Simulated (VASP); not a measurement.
Here is a VASP 6.6.1 calculation.

The input POSCAR:

```
GaP
1.0
    0.0000000000      2.8615125000      2.8615125000
    2.8615125000      0.0000000000      2.8615125000
    2.8615125000      2.8615125000      0.0000000000
Ga P
1 1
Direct
    0.0000000000      0.0000000000      0.0000000000
    0.7500000000      0.7500000000      0.7500000000
```

Contents of INCAR.step1:

```
PREC = Accurate
ENCUT = 520
ISMEAR = 0
SIGMA = 0.05
LREAL = F
LASPH = T
NELM = 80
NBANDS = 16
GGA = PE
ALGO = Normal
EDIFF = 1E-4
LWAVE = T
LCHARG = F
```

The input INCAR.step2:

```
PREC = Accurate
ENCUT = 520
EDIFF = 1E-6
ISMEAR = 0
SIGMA = 0.05
LREAL = F
LASPH = T
NELM = 80
ALGO = Normal
ISIF = 2
LWAVE = F
LCHARG = F
METAGGA = R2SCAN
LMIXTAU = T
NBANDS = 16
ISTART = 1
```

The input KPOINTS:

```
regular mesh
0
Gamma
  8 8 8
```

Potentials or basis: VASP PAW PBE potentials, release 64 (Ga_d, P).

Command:

```sh
$ cat potpaw_PBE.64/Ga_d/POTCAR potpaw_PBE.64/P/POTCAR > POTCAR
$ cp INCAR.step1 INCAR
$ mpirun -np 1 vasp_std > vasp.out
$ cp INCAR.step2 INCAR
$ mpirun -np 1 vasp_std > vasp.out
```

Q: Estimate the pressure.

A: -9.2 GPa.

Q: Estimate the band gap on the k mesh.

A: 1.10 eV, direct.

Caveat: the cell differs from its parent crystal (strain +0.050 along x and y, +0.050 along z); the PAW data sets were made with another functional, which shifts forces and pressure a little. A k mesh can miss the band edges.
